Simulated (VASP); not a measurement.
# K2S (Fm-3m) in VASP: a series of runs, part 2 of 2

VASP 6.6.1. The steps go on from the part before.

## Step 3: Single point, PBE (volume scaled by 0.91)

Input file INCAR:

```
PREC = Accurate
ENCUT = 500
EDIFF = 1E-6
ISMEAR = 0
SIGMA = 0.02
LREAL = F
LASPH = T
NELM = 120
ALGO = Normal
ISIF = 2
LWAVE = F
LCHARG = T
GGA = PE
LELF = T
LVHAR = T
NBANDS = 19
GGA_COMPAT = F
```

Input file KPOINTS:

```
regular mesh
0
Gamma
  6 6 6
```

Input file POSCAR:

```
K2S
1.0
    0.0000000000      3.6151747892      3.6151747892
    3.6151747892      0.0000000000      3.6151747892
    3.6151747892      3.6151747892      0.0000000000
K S
2 1
Direct
    0.2500000000      0.2500000000      0.2500000000
    0.7500000000      0.7500000000      0.7500000000
    0.0000000000      0.0000000000      0.0000000000
```

Potentials or basis: VASP PAW PBE potentials, release 64 (K_sv, S).

Launch:

```sh
$ cat potpaw_PBE.64/K_sv/POTCAR potpaw_PBE.64/S/POTCAR > POTCAR
$ mpirun -np 1 vasp_std > vasp.out
```

OUTCAR:

```text
PREC = Accurate
   ENCUT = 500
   EDIFF = 1E-6
   ISMEAR = 0
   LREAL = F
   LASPH = T
   NELM = 120
   ISIF = 2
   GGA = PE

 ion  position               nearest neighbor table
   1  0.250  0.250  0.250-   3 3.13   3 3.13   3 3.13   3 3.13   2 3.62   2 3.62   2 3.62   2 3.62
                             2 3.62   2 3.62
   2  0.750  0.750  0.750-   3 3.13   3 3.13   3 3.13   3 3.13   1 3.62   1 3.62   1 3.62   1 3.62
                             1 3.62   1 3.62
   3  0.000  0.000  0.000-   2 3.13   2 3.13   2 3.13   1 3.13   1 3.13   1 3.13   2 3.13   1 3.13

  LATTYP: Found a face centered cubic cell.
 ALAT       =     7.2303495784

  Lattice vectors:

 A1 = (   0.0000000000,   3.6151747892,   3.6151747892)
 A2 = (   3.6151747892,   0.0000000000,   3.6151747892)
 A3 = (   3.6151747892,   3.6151747892,   0.0000000000)

Analysis of symmetry for initial positions (statically):
=====================================================================
 Subroutine PRICEL returns:
 Original cell was already a primitive cell.

 Routine SETGRP: Setting up the symmetry group for a
 face centered cubic supercell.

 Subroutine GETGRP returns: Found 48 space group operations
 (whereof 48 operations were pure point group operations)
 out of a pool of 48 trial point group operations.

The static configuration has the point symmetry O_h .

Analysis of symmetry for dynamics (positions and initial velocities):
=====================================================================
 Subroutine PRICEL returns:
 Original cell was already a primitive cell.

 Routine SETGRP: Setting up the symmetry group for a
 face centered cubic supercell.

 Subroutine GETGRP returns: Found 48 space group operations
 (whereof 48 operations were pure point group operations)
 out of a pool of 48 trial point group operations.

The dynamic configuration has the point symmetry O_h .

 Subroutine INISYM returns: Found 48 space group operations
 (whereof 48 operations are pure point group operations),
 and found     1 'primitive' translations

----------------------------------------------------------------------------------------

                                     Primitive cell

  volume of cell :      94.4970

  direct lattice vectors                    reciprocal lattice vectors
     0.000000000  3.615174789  3.615174789    -0.138305899  0.138305899  0.138305899
     3.615174789  0.000000000  3.615174789     0.138305899 -0.138305899  0.138305899
     3.615174789  3.615174789  0.000000000     0.138305899  0.138305899 -0.138305899

  length of vectors
     5.112629217  5.112629217  5.112629217     0.239552844  0.239552844  0.239552844

  position of ions in fractional coordinates (direct lattice)
     0.250000000  0.250000000  0.250000000
     0.750000000  0.750000000  0.750000000
     0.000000000  0.000000000  0.000000000

  ion indices of the primitive-cell ions
   primitive index   ion index
                 1           1
                 2           2
                 3           3

----------------------------------------------------------------------------------------

 KPOINTS: regular mesh

Automatic generation of k-mesh.
 Grid dimensions read from file:
 generate k-points for:    6    6    6

 Generating k-lattice:

  Cartesian coordinates                     Fractional coordinates (reciprocal lattice)
    -0.023050983  0.023050983  0.023050983     0.166666667  0.000000000  0.000000000
     0.023050983 -0.023050983  0.023050983     0.000000000  0.166666667  0.000000000
     0.023050983  0.023050983 -0.023050983     0.000000000  0.000000000  0.166666667

  Length of vectors
     0.039925474  0.039925474  0.039925474

  Shift w.r.t. Gamma in fractional coordinates (k-lattice)
     0.000000000  0.000000000  0.000000000

 Subroutine IBZKPT returns following result:
 ===========================================

 Found     16 irreducible k-points:

 Following reciprocal coordinates:
            Coordinates               Weight
  0.000000  0.000000  0.000000      1.000000
  0.166667  0.000000  0.000000      8.000000
  0.333333  0.000000  0.000000      8.000000
  0.500000  0.000000  0.000000      4.000000
  0.166667  0.166667  0.000000      6.000000
  0.333333  0.166667  0.000000     24.000000
[... 8 lines left out ...]
 -0.333333  0.333333  0.166667     24.000000
 -0.333333  0.500000  0.166667     12.000000
   k-points           NKPTS =     16   k-points in BZ     NKDIM =     16   number of bands    NBANDS=     19
   number of dos      NEDOS =    301   number of ions     NIONS =      3
   total plane-waves  NPLWV =  64000
   dimension x,y,z NGX =    40 NGY =   40 NGZ =   40
   dimension x,y,z NGXF=    80 NGYF=   80 NGZF=   80
   ions per type =               2   1
   NGX,Y,Z   is equivalent  to a cutoff of  13.01, 13.01, 13.01 a.u.
   NGXF,Y,Z  is equivalent  to a cutoff of  26.01, 26.01, 26.01 a.u.
 SYSTEM =  unknown system
   PREC   = accura    normal or accurate (medium, high low for compatibility)
   ISTART =      0    job   : 0-new  1-cont  2-samecut
   ICHARG =      2    charge: 1-file 2-atom 10-const
   ISPIN  =      1    spin polarized calculation?
   LNONCOLLINEAR =      F non collinear calculations
   LSORBIT =      F    spin-orbit coupling
   LASPH  =      T    aspherical Exc in radial PAW
   ENCUT  =  500.0 eV  36.75 Ry    6.06 a.u.   9.32  9.32  9.32*2*pi/ulx,y,z
   NELM   =    120;   NELMIN=  2; NELMDL= -5     # of ELM steps
   EDIFF  = 0.1E-05   stopping-criterion for ELM
   LREAL  =      F    real-space projection
   EDIFFG = 0.1E-04   stopping-criterion for IOM
   NSW    =      0    number of steps for IOM
   IBRION =     -1    ionic relax: 0-MD 1-quasi-New 2-CG
   NFREE  =      0    steps in history (QN), initial steepest desc. (CG)
   ISIF   =      2    stress and relaxation
   ISYM   =      2    0-nonsym 1-usesym 2-fastsym
   POTIM  = 0.5000    time-step for ionic-motion
   TEBEG  =    0.0;   TEEND  =   0.0 temperature during run
   PSTRESS=    0.0 pullay stress
   NELECT =      24.0000    total number of electrons
   NUPDOWN=      -1.0000    fix difference up-down
   EMIN   =  10.00;   EMAX   =-10.00  energy-range for DOS
   EFERMI =   0.00;   METHOD = LEGACY
   ISMEAR =     0;   SIGMA  =   0.02  broadening in eV -4-tet -1-fermi 0-gaus
   EFERMI_NEDOS =   21; number of points for ismear=-14 and -15
   IALGO  =     38    algorithm
   IMIX   =      4    mixing-type and parameters
     AMIX     =   0.40;   BMIX     =  1.00
     AMIX_MAG =   1.60;   BMIX_MAG =  1.00
  volume/ion in A,a.u.               =      31.50       212.57
  Fermi-wavevector in a.u.,A,eV,Ry     =   1.036747  1.959167 14.624133  1.074843
  Thomas-Fermi vector in A             =   2.171152
   LORBIT       =      0    0 simple, 1 ext, 2 COOP (PROOUT), +10 PAW based schemes
   GGA     = PE    functional components
   LHFCALC =     F    Hartree Fock is set to
   AEXX    =    0.0000 exact exchange contribution
   IVDW    =     0    specifies the selected vdW correction
   LEPSILON=     F    determine dielectric tensor
   LRPA    =     F    only Hartree local field effects (RPA)
 non-spin polarized calculation
 Gauss-broadening in eV      SIGMA  =   0.02
  energy-cutoff  :      500.00
  volume of cell :       94.50
 maximum number of plane-waves:      2424
 NGX is ok and might be reduce to    40
   NGX = 19   NGY = 19   NGZ = 19

 number of electron      24.0000003 magnetization

 Free energy of the ion-electron system (eV)
  ---------------------------------------------------
  ext. energy  EPLUGINS =         0.00000000
  ---------------------------------------------------
  free energy    TOTEN  =        -9.35886002 eV

  energy without entropy =       -9.35886002  energy(sigma->0) =       -9.35886002

 E-fermi :   0.0437     XC(G=0):  -7.6042

 val. band max:       -0.0913597271   @ k =   0.5000   0.5000   0.0000
 cond. band min:       2.4726818185   @ k =   0.0000   0.0000   0.0000
 fundamental gap:      2.5640415457
 Fermi energy:         0.0437102244

 k-point     1 :       0.0000    0.0000    0.0000
  band No.  band energies     occupation
      1     -29.1870      2.00000
      2     -29.0779      2.00000
      3     -12.8050      2.00000
      4     -12.8050      2.00000
      5     -12.8050      2.00000
      6     -12.5164      2.00000
[... 11 lines left out ...]
     18       7.6286      0.00000
     19       8.6644      0.00000
[... 313 lines left out ...]
      3     -13.0567      2.00000
      4     -12.9092      2.00000
      5     -12.7848      2.00000
      6     -12.5774      2.00000
[... 11 lines left out ...]
     18       7.6676      0.00000
     19       8.1849      0.00000

------------------------ aborting loop because EDIFF is reached ----------------------------------------

  FORCE on cell =-STRESS in cart. coord.  units (eV):
  Direction    XX          YY          ZZ          XY          YZ          ZX
  --------------------------------------------------------------------------------------
  -------------------------------------------------------------------------------------
  Total        1.2898222      1.2898222      1.2898222      0.0000000      0.0000000     -0.0000000
  in kB       21.8686780     21.8686780     21.8686780      0.0000000      0.0000000     -0.0000000
  external PRESSURE =      21.8686780 kB  Pullay stress =       0.0000000 kB

 VOLUME and BASIS-vectors are now :
 -----------------------------------------------------------------------------
  energy-cutoff  :      500.00
  volume of cell :       94.50
      direct lattice vectors                 reciprocal lattice vectors
     0.000000000  3.615174789  3.615174789    -0.138305899  0.138305899  0.138305899
     3.615174789  0.000000000  3.615174789     0.138305899 -0.138305899  0.138305899
     3.615174789  3.615174789  0.000000000     0.138305899  0.138305899 -0.138305899

 POSITION                                       TOTAL-FORCE (eV/Angst)
 -----------------------------------------------------------------------------------
      1.80759      1.80759      1.80759        -0.000000     -0.000000     -0.000000
      5.42276      5.42276      5.42276         0.000000      0.000000      0.000000
      0.00000      0.00000      0.00000         0.000000     -0.000000      0.000000
 -----------------------------------------------------------------------------------
    total drift:                               -0.000000     -0.000000      0.000000

  FREE ENERGIE OF THE ION-ELECTRON SYSTEM (eV)
  ---------------------------------------------------
  free  energy   TOTEN  =        -9.3588600185 eV

  energy  without entropy=       -9.3588600185  energy(sigma->0) =       -9.35886002
```

Run time: 26 s. Hardware: 1 thread of Intel Xeon Platinum 8375C at 2.90GHz (Ice Lake), shared host; peak memory 0.24 GiB.

Results:

| Property | Result |
| --- | --- |
| Free energy | -9.3589 eV |
| Pressure | 2.2 GPa |
| Band gap on the k mesh | 2.56 eV, indirect (least direct gap 2.83 eV) |

Levels at points of the mesh, in eV from the valence-band top:
| k point | band 8 | band 9 | band 10 | band 11 | band 12 | band 13 | band 14 | band 15 | band 16 | band 17 |
| --- | --- | --- | --- | --- | --- | --- | --- | --- | --- | --- |
| (0.00, 0.00, 0.00) | -12.43 | -9.68 | -0.27 | -0.27 | -0.27 | 2.56 | 5.47 | 5.47 | 7.72 | 7.72 |
| (0.50, 0.00, 0.00) | -12.57 | -9.41 | -0.66 | -0.10 | -0.10 | 4.85 | 5.35 | 5.92 | 5.92 | 7.74 |
| (0.50, 0.50, 0.00) | -12.34 | -9.36 | -0.82 | 0.00 | 0.00 | 3.53 | 5.42 | 6.70 | 6.97 | 7.83 |

 A k mesh can miss the band edges.

## Step 4: Single point, PBE (volume scaled by 0.94)

Input file INCAR:

```
SYSTEM = K2S
PREC = Accurate
ENCUT = 500
EDIFF = 1E-6
ISMEAR = 0
SIGMA = 0.02
LREAL = .False.
LASPH = .True.
NELM = 120
ALGO = Normal
ISIF = 2
LWAVE = .False.
LCHARG = .False.
GGA = PE
NBANDS = 19
GGA_COMPAT = .False.
```

Input file KPOINTS:

```
regular mesh
0
Gamma
  6 6 6
  0 0 0
```

Input file POSCAR:

```
K2S
1.0
    0.0000000000      3.6544732461      3.6544732461
    3.6544732461      0.0000000000      3.6544732461
    3.6544732461      3.6544732461      0.0000000000
K S
2 1
Direct
    0.2500000000      0.2500000000      0.2500000000
    0.7500000000      0.7500000000      0.7500000000
    0.0000000000      0.0000000000      0.0000000000
```

Launch:

```sh
$ cat potpaw_PBE.64/K_sv/POTCAR potpaw_PBE.64/S/POTCAR > POTCAR
$ mpirun -np 1 vasp_std > vasp.out
```

It took 23 s on 1 thread of Intel Xeon Platinum 8375C at 2.90GHz (Ice Lake), shared host; peak memory 0.24 GiB.

It converged, with:

```
Free energy            : -9.3938 eV
Pressure               : 1.3 GPa
Band gap on the k mesh : 2.48 eV, indirect (least direct gap 2.71 eV)
```

Levels at points of the mesh, in eV from the valence-band top:
| k point | band 9 | band 10 | band 11 | band 12 | band 13 | band 14 | band 15 | band 16 |
| --- | --- | --- | --- | --- | --- | --- | --- | --- |
| (0.00, 0.00, 0.00) | -9.65 | -0.23 | -0.23 | -0.23 | 2.48 | 5.47 | 5.47 | 7.61 |
| (0.50, 0.00, 0.00) | -9.42 | -0.64 | -0.08 | -0.08 | 4.79 | 5.20 | 5.87 | 5.87 |
| (0.50, 0.50, 0.00) | -9.37 | -0.79 | 0.00 | 0.00 | 3.52 | 5.36 | 6.66 | 6.80 |

 A k mesh can miss the band edges.

## Step 5: Summary

| cell | gap on the mesh (eV) | pressure (GPa) |
| --- | --- | --- |
| a = 5.056 Å, angles 60.0°, 3 atoms | 2.65 | 3.2 |
| a = 5.113 Å, angles 60.0°, 3 atoms | 2.56 | 2.2 |
| a = 5.168 Å, angles 60.0°, 3 atoms | 2.48 | 1.3 |

Alike in all rows: task single point; level PBE; potentials or basis VASP PAW PBE potentials, release 64 (K_sv, S); no spin polarisation; k mesh 6 × 6 × 6; cutoff (eV) 500; smearing gaussian 0.02 eV.

Total energies depend on the potentials used, so only differences within one code and one set of settings carry meaning.
